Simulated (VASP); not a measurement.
Set up this calculation in VASP 6.6.1, as the native input.

```yaml
Task: single point
Functional: PBE
Potentials_or_basis: VASP PAW PBE potentials, release 64 (I)
Cutoff: 500 eV
k_mesh: 6 × 6 × 6
Occupations: fermi-dirac, width 0.1 eV
Spin: no spin polarisation
Dipole_correction: no
Further_INCAR_settings: ALGO = Normal; EDIFF = 1e-06; NBANDS = 14
```

The structure of I lies in POSCAR:

```
I
1.0
   -3.9272456142      0.0000000000      3.9272456142
    0.0000000000      3.9272456142      3.9272456142
   -3.9272456142      3.9272456142      0.0000000000
I
2
Direct
    0.0000000000      0.0000000000      0.0000000000
    0.2500000000      0.2500000000      0.2500000000
```

One way to write it, as run:

INCAR

```
SYSTEM = I
PREC = Accurate ; ENCUT = 500
EDIFF = 1E-6 ; ISMEAR = -1
SIGMA = 0.1 ; LREAL = .False.
LASPH = .True. ; NELM = 120
ALGO = Normal ; ISIF = 2
LWAVE = .False. ; LCHARG = .False.
GGA = PE ; NBANDS = 14
GGA_COMPAT = .False.
```

KPOINTS

```
regular mesh
0
Gamma
  6 6 6
  0 0 0
```

Potentials or basis: VASP PAW PBE potentials, release 64 (I).

The run is started by

```bash
$ cat potpaw_PBE.64/I/POTCAR > POTCAR
$ mpirun -np 1 vasp_std > vasp.out
```

It gave:

```json
{
 "Pressure": "0.1 GPa",
 "Band gap on the k mesh": "zero (band 7 reaches 0.63 eV, above the bottom of band 8 at -0.53 eV)"
}
```

Caveat: spin-orbit coupling is left out, which moves the levels of the heavy elements.

Wall time 16 s on 1 thread of Intel(R) Xeon(R) 6975P-C (Granite Rapids) (shared host), peak memory 0.24 GiB.
